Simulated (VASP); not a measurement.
Wanted: the native input for a VASP 6.6.1 run.

```
Task                   : single point
Functional             : LDA
Potentials or basis    : VASP PAW LDA potentials, release 64 (Hg)
Cutoff                 : 520 eV
k mesh                 : 8 × 8 × 11
Occupations            : fermi-dirac, width 0.05 eV
Spin                   : no spin polarisation
Dipole correction      : no
Further INCAR settings : ALGO = Normal; EDIFF = 1e-07; NBANDS = 25
```

The structure of Hg lies in POSCAR:

```
Hg
1.0
    4.7526849557      0.0000000000      0.0000000000
   -2.3763424779      4.1159459079      0.0000000000
    0.0000000000      0.0000000000      2.7492757453
Hg
3
Direct
    0.0000000000      0.0000000000      0.0000000000
    0.3333333333      0.6666666667      0.5000000000
    0.6666666667      0.3333333333      0.5000000000
```

The input as run:

INCAR

```
SYSTEM = Hg
PREC = Accurate ; ENCUT = 520
EDIFF = 1E-7 ; ISMEAR = -1
SIGMA = 0.05 ; LREAL = .False.
LASPH = .True. ; NELM = 100
ALGO = Normal ; ISIF = 2
LWAVE = .False. ; LCHARG = .True.
LELF = .True. ; LVHAR = .True.
NBANDS = 25
```

KPOINTS

```
regular mesh
0
Gamma
  8 8 11
  0 0 0
```

Potentials or basis: VASP PAW LDA potentials, release 64 (Hg).

Command:

```console
$ cat potpaw_LDA.64/Hg/POTCAR > POTCAR
$ mpirun -np 1 vasp_std > vasp.out
```

It gave:

```
Pressure               : 28.3 GPa
Band gap on the k mesh : zero (bands 18 and 19 overlap by 4.10 eV)
```

Caveat: the cell stands under pressure; spin-orbit coupling is left out, which moves the levels of the heavy elements.

Wall time 64 s on 1 thread of Intel(R) Xeon(R) Platinum 8259CL CPU @ 2.50GHz (Skylake/Cascade Lake) (shared host), peak memory 0.18 GiB.
